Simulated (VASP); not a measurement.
# Si (I4/mmm) in VASP: further runs, part 2 of 2

VASP 6.6.1.

## 3. Single point, LDA (strain +0.030 along x and y, -0.015 along z)

INCAR

```
SYSTEM = Si
PREC = Accurate
ENCUT = 520
EDIFF = 1E-6
ISMEAR = 0
SIGMA = 0.03
LREAL = .FALSE.
LASPH = .TRUE.
NELM = 60
ALGO = Normal
ISIF = 2
LWAVE = .FALSE.
LCHARG = .FALSE.
GGA = CA
NBANDS = 16
```

KPOINTS

```
regular mesh
0
G
  10 10 10
  0 0 0
```

POSCAR

```
Si
1.0
   -3.4003100133      3.4003100133      1.8797394730
    3.4003100133     -3.4003100133      1.8797394730
    3.4003100133      3.4003100133     -1.8797394730
Si
4
Direct
    0.1788433299      0.1788433299      0.3576866598
    0.8211566701      0.8211566701      0.6423133402
    0.1788433299      0.8211566701      0.0000000000
    0.8211566701      0.1788433299      0.0000000000
```

Potentials or basis: VASP PAW LDA potentials, release 64 (Si).

Started as:

```bash
cat potpaw_LDA.64/Si/POTCAR > POTCAR
mpirun -np 1 vasp_std > vasp.out
```

OUTCAR:

```text
SYSTEM = Si
   PREC = Accurate
   ENCUT = 520
   EDIFF = 1E-6
   ISMEAR = 0
   LREAL = .FALSE.
   LASPH = .TRUE.
   NELM = 60
   ISIF = 2
   GGA = CA

 ion  position               nearest neighbor table
   1  0.179  0.179  0.358-   2 2.33   2 2.33   3 2.43   4 2.43
   2  0.821  0.821  0.642-   1 2.33   1 2.33   4 2.43   3 2.43
   3  0.179  0.821  0.000-   4 2.33   4 2.33   2 2.43   1 2.43
   4  0.821  0.179  0.000-   3 2.33   3 2.33   2 2.43   1 2.43

  LATTYP: Found a body centered tetragonal cell.
 ALAT       =     6.8006200266
 C/A-ratio  =     0.5528141451

  Lattice vectors:

 A1 = (  -3.4003100133,   3.4003100133,   1.8797394730)
 A2 = (   3.4003100133,  -3.4003100133,   1.8797394730)
 A3 = (   3.4003100133,   3.4003100133,  -1.8797394730)

Analysis of symmetry for initial positions (statically):
=====================================================================
 Subroutine PRICEL returns:
 Original cell was already a primitive cell.

 Routine SETGRP: Setting up the symmetry group for a
 body centered tetragonal supercell.

 Subroutine GETGRP returns: Found 16 space group operations
 (whereof 16 operations were pure point group operations)
 out of a pool of 16 trial point group operations.

The static configuration has the point symmetry D_4h.

Analysis of symmetry for dynamics (positions and initial velocities):
=====================================================================
 Subroutine PRICEL returns:
 Original cell was already a primitive cell.

 Routine SETGRP: Setting up the symmetry group for a
 body centered tetragonal supercell.

 Subroutine GETGRP returns: Found 16 space group operations
 (whereof 16 operations were pure point group operations)
 out of a pool of 16 trial point group operations.

The dynamic configuration has the point symmetry D_4h.

 Subroutine INISYM returns: Found 16 space group operations
 (whereof 16 operations are pure point group operations),
 and found     1 'primitive' translations

[... 114 lines left out ...]
   EFERMI_NEDOS =   21; number of points for ismear=-14 and -15
   IALGO  =     38    algorithm
   IMIX   =      4    mixing-type and parameters
     AMIX     =   0.40;   BMIX     =  1.00
     AMIX_MAG =   1.60;   BMIX_MAG =  1.00
  volume/ion in A,a.u.               =      21.73       146.67
  Fermi-wavevector in a.u.,A,eV,Ry     =   0.931215  1.759741 11.798445  0.867161
  Thomas-Fermi vector in A             =   2.057685
   LORBIT       =      0    0 simple, 1 ext, 2 COOP (PROOUT), +10 PAW based schemes
   GGA     = CA    functional components
   LHFCALC =     F    Hartree Fock is set to
   AEXX    =    0.0000 exact exchange contribution
   IVDW    =     0    specifies the selected vdW correction
   LEPSILON=     F    determine dielectric tensor
   LRPA    =     F    only Hartree local field effects (RPA)
 non-spin polarized calculation
 Gauss-broadening in eV      SIGMA  =   0.03
  energy-cutoff  :      520.00
  volume of cell :       86.94
 maximum number of plane-waves:      2360
 NGX is ok and might be reduce to    40
   NGX = 19   NGY = 19   NGZ = 19

 number of electron      16.0000000 magnetization

 Free energy of the ion-electron system (eV)
  ---------------------------------------------------
  ext. energy  EPLUGINS =         0.00000000
  ---------------------------------------------------
  free energy    TOTEN  =       -23.28485150 eV

  energy without entropy =      -23.28485150  energy(sigma->0) =      -23.28485150

 E-fermi :   5.1865     XC(G=0):  -9.2209

 val. band max:        5.0701260009   @ k =   0.5000   0.5000   0.5000
 cond. band min:       5.3612155825   @ k =   0.3000   0.2000   0.2000
 fundamental gap:      0.2910895816
 Fermi energy:         5.1864787489

 k-point     1 :       0.0000    0.0000    0.0000
  band No.  band energies     occupation
      1      -6.7264      2.00000
      2      -2.9185      2.00000
      3      -0.3783      2.00000
      4      -0.3783      2.00000
      5       1.4897      2.00000
      6       3.9110      2.00000
[... 433 lines left out ...]
      3      -1.8107      2.00000
      4       0.1938      2.00000
      5       0.9947      2.00000
      6       2.2336      2.00000
[... 8 lines left out ...]
     15      11.3010      0.00000
     16      12.0961      0.00000

 [... further k-points ...]
[... 5 lines left out ...]
  --------------------------------------------------------------------------------------
  -------------------------------------------------------------------------------------
  Total       -3.0490256     -3.0490256      0.8319759      0.0000000      0.0000000      0.0000000
  in kB      -56.1923206    -56.1923206     15.3329827      0.0000000      0.0000000      0.0000000
  external PRESSURE =     -32.3505528 kB  Pullay stress =       0.0000000 kB

 VOLUME and BASIS-vectors are now :
 -----------------------------------------------------------------------------
  energy-cutoff  :      520.00
  volume of cell :       86.94
      direct lattice vectors                 reciprocal lattice vectors
    -3.400310013  3.400310013  1.879739473     0.000000000  0.147045416  0.265994308
     3.400310013 -3.400310013  1.879739473     0.147045416  0.000000000  0.265994308
     3.400310013  3.400310013 -1.879739473     0.147045416  0.147045416  0.000000000

 POSITION                                       TOTAL-FORCE (eV/Angst)
 -----------------------------------------------------------------------------------
      1.21625      1.21625     -0.00000        -0.333355     -0.333355     -0.000000
      2.18406      2.18406      1.87974         0.333355      0.333355      0.000000
      2.18406     -2.18406      1.87974         0.333355     -0.333355      0.000000
     -2.18406      2.18406      1.87974        -0.333355      0.333355      0.000000
 -----------------------------------------------------------------------------------
    total drift:                               -0.000000     -0.000000     -0.000000

  FREE ENERGIE OF THE ION-ELECTRON SYSTEM (eV)
  ---------------------------------------------------
  free  energy   TOTEN  =       -23.2848514964 eV

  energy  without entropy=      -23.2848514963  energy(sigma->0) =      -23.28485150
```

OSZICAR:

```text
N       E                     dE             d eps       ncg     rms          rms(c)
DAV:   1     0.233443278034E+02    0.23344E+02   -0.58121E+03  3264   0.808E+02
DAV:   2    -0.219082081180E+02   -0.45253E+02   -0.40911E+02  4480   0.116E+02
DAV:   3    -0.238117679519E+02   -0.19036E+01   -0.18901E+01  4368   0.227E+01
DAV:   4    -0.238374537573E+02   -0.25686E-01   -0.25679E-01  4248   0.342E+00
DAV:   5    -0.238380156926E+02   -0.56194E-03   -0.56191E-03  4464   0.479E-01    0.681E+00
DAV:   6    -0.234568084015E+02    0.38121E+00   -0.16423E-01  3752   0.183E+00    0.405E+00
DAV:   7    -0.232838668802E+02    0.17294E+00   -0.30485E-01  3960   0.253E+00    0.318E-01
DAV:   8    -0.232847869074E+02   -0.92003E-03   -0.25120E-02  3992   0.827E-01    0.123E-01
DAV:   9    -0.232848145542E+02   -0.27647E-04   -0.85986E-04  4504   0.165E-01    0.906E-02
DAV:  10    -0.232848650678E+02   -0.50514E-04   -0.14749E-04  4000   0.601E-02    0.237E-02
DAV:  11    -0.232848519172E+02    0.13151E-04   -0.22168E-05  4072   0.242E-02    0.580E-03
DAV:  12    -0.232848514964E+02    0.42089E-06   -0.36848E-06  4272   0.948E-03
   1 F= -.23284851E+02 E0= -.23284851E+02  d E =-.992752E-11
```

stdout:

```text
POSCAR found type information on POSCAR Si
 POSCAR found :  1 types and       4 ions
 scaLAPACK will be used
 LDA part: xc-table for (Slater(with rela. corr.)+CA(PZ))
 , standard interpolation
 POSCAR, INCAR and KPOINTS ok, starting setup
 FFT: planning ... GRIDC
 FFT: planning ... GRID_SOFT
 FFT: planning ... GRID
 WAVECAR not read
 entering main loop
```

Wall time 4.7 min (1 thread of AMD EPYC 7R43 (Zen 3), shared host); peak memory 0.2 GiB.

Results:

- Free energy: -23.2849 eV
- Pressure: -3.2 GPa
- Largest force: 0.471 eV/Å
- Band gap on the k mesh: 0.29 eV, indirect (least direct gap 0.84 eV)

Forces in eV/Å, atoms in the order of the input:
```
Si  -0.333 -0.333  0.000
Si   0.333  0.333  0.000
Si   0.333 -0.333  0.000
Si  -0.333  0.333  0.000
```

Stress tensor (GPa, compression positive):
```
-5.62  0.00  0.00
 0.00 -5.62  0.00
 0.00  0.00  1.53
```

Caveat: the cell differs from its parent crystal (strain +0.030 along x and y, -0.015 along z).
